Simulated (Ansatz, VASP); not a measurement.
# One calculation of Sn, two programs

File INCAR:

```
SYSTEM = Sn
ALGO     = Normal         ! electronic algorithm
EDIFF    = 1E-8           ! SCF threshold, eV
ENCUT    = 520            ! plane-wave cutoff, eV
GGA      = PS             ! functional
ISIF     = 2              ! what is computed and relaxed
ISMEAR   = -1             ! smearing method
LASPH    = .True.         ! aspherical terms in the spheres
LCHARG   = .False.        ! write CHGCAR
LEFG     = .True.       
LREAL    = .False.        ! projectors in reciprocal space
LWAVE    = .False.        ! write WAVECAR
NBANDS   = 21             ! bands
NELM     = 60             ! most SCF steps
PREC     = Accurate       ! precision mode
SIGMA    = 0.05           ! smearing width, eV
```

KPOINTS

```
k-points
0
Gamma
  11 11 11
  0 0 0
```

The input POSCAR:

```
Sn
1.0
    0.0000000000      3.2017351634      3.2017351634
    3.2017351634      0.0000000000      3.2017351634
    3.2017351634      3.2017351634      0.0000000000
Sn
2
Direct
    0.5000000000      0.5000000000      0.5000000000
    0.7500000000      0.7500000000      0.7500000000
```

Input for Ansatz:

```yaml
crystal:
  lattice:
    - [0.0, 3.2017351634, 3.2017351634]
    - [3.2017351634, 0.0, 3.2017351634]
    - [3.2017351634, 3.2017351634, 0.0]
  atoms:
    - { symbol: Sn, position: [0.5, 0.5, 0.5] }
    - { symbol: Sn, position: [0.75, 0.75, 0.75] }
kpoints:
  mp_grid: { grid: [11, 11, 11] }
scf:
  occupations: { method: fermi_dirac, width: 0.05 }
hamiltonian:
  xc: pbesol
  pseudopotentials: { kind: paw }
output:
  forces: true
  stress: true
  eigenvalues: true
  efg: { contact_densities: true }
```

Change from the starting cell: volume scaled by 0.96, PAW files.

Alike in both runs: task electric field gradients; functional PBEsol; k mesh 11 × 11 × 11; occupations fermi-dirac, width 0.05 eV; no spin polarisation.

|  | VASP | Ansatz |
| --- | --- | --- |
| version | VASP 6.6.1 | Ansatz 0.2.0 |
| potentials or method | VASP PAW PBE potentials, release 64 (Sn_d) | PAW with Ansatz's default frozen-core files, scalar-relativistic |
| plane-wave cutoff (eV) | 520 | 420 |
| valence electrons in the cell | 28 | 28 |

```tsv
	VASP	Ansatz	Ansatz less VASP
pressure (GPa)	3.0	3.1	+0.07
```

VASP's potentials were made for PBE, not for PBEsol.
